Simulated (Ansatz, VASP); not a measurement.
**Two plane-wave programs on SiC**

File POSCAR:

```
SiC
1.0
    0.0000000000      2.1934308841      2.1934308841
    2.1934308841      0.0000000000      2.1934308841
    2.1934308841      2.1934308841      0.0000000000
Si C
1 1
Direct
    0.0000000000      0.0000000000      0.0000000000
    0.2500000000      0.2500000000      0.2500000000
```

The input INCAR.step1:

```
SYSTEM = SiC
PREC = Accurate
ENCUT = 520
ISMEAR = 0
SIGMA = 0.01
LREAL = .FALSE.
LASPH = .TRUE.
NELM = 100
NBANDS = 11
GGA = PE
ALGO = Normal
EDIFF = 1E-4
LWAVE = .TRUE.
LCHARG = .FALSE.
```

File INCAR.step2:

```
SYSTEM = SiC
PREC = Accurate
ENCUT = 520
EDIFF = 1E-6
ISMEAR = 0
SIGMA = 0.01
LREAL = .FALSE.
LASPH = .TRUE.
NELM = 100
ALGO = Normal
ISIF = 2
LWAVE = .FALSE.
LCHARG = .TRUE.
METAGGA = R2SCAN
LMIXTAU = .TRUE.
LELF = .TRUE.
LVHAR = .TRUE.
NBANDS = 11
ISTART = 1
```

File KPOINTS:

```
Automatic mesh
0
G
  8 8 8
  0 0 0
```

Input for Ansatz:

```yaml
crystal:
  lattice:
    - [0.0, 2.193430884131486, 2.193430884131486]
    - [2.193430884131486, 0.0, 2.193430884131486]
    - [2.193430884131486, 2.193430884131486, 0.0]
  atoms:
    - { symbol: Si, position: [0.0, 0.0, 0.0] }
    - { symbol: C, position: [0.25, 0.25, 0.25] }
basis:
  ecutwfc: 600.0
kpoints:
  mp_grid:
    grid: [8, 8, 8]
hamiltonian:
  xc: r2scan
scf:
  convergence:
    dr2_threshold: 1.0e-10
  occupations:
    method: fixed
output:
  stress: true
```

Alike in both runs: task single point; functional r2SCAN; k mesh 8 × 8 × 8; no spin polarisation.

|  | VASP | Ansatz |
| --- | --- | --- |
| version | VASP 6.6.1 | Ansatz 0.2.0 |
| potentials or method | VASP PAW PBE potentials, release 64 (Si, C), cutoff 520 eV | plane waves, PAW |
| occupations | gaussian, width 0.01 eV | fixed |
| valence electrons in the cell | 8 | 8 |

|  | VASP | Ansatz | Ansatz less VASP |
| --- | --- | --- | --- |
| pressure (GPa) | -4.7 | -4.6 | +0.14 |

VASP's potentials were made for PBE, not for r2SCAN.
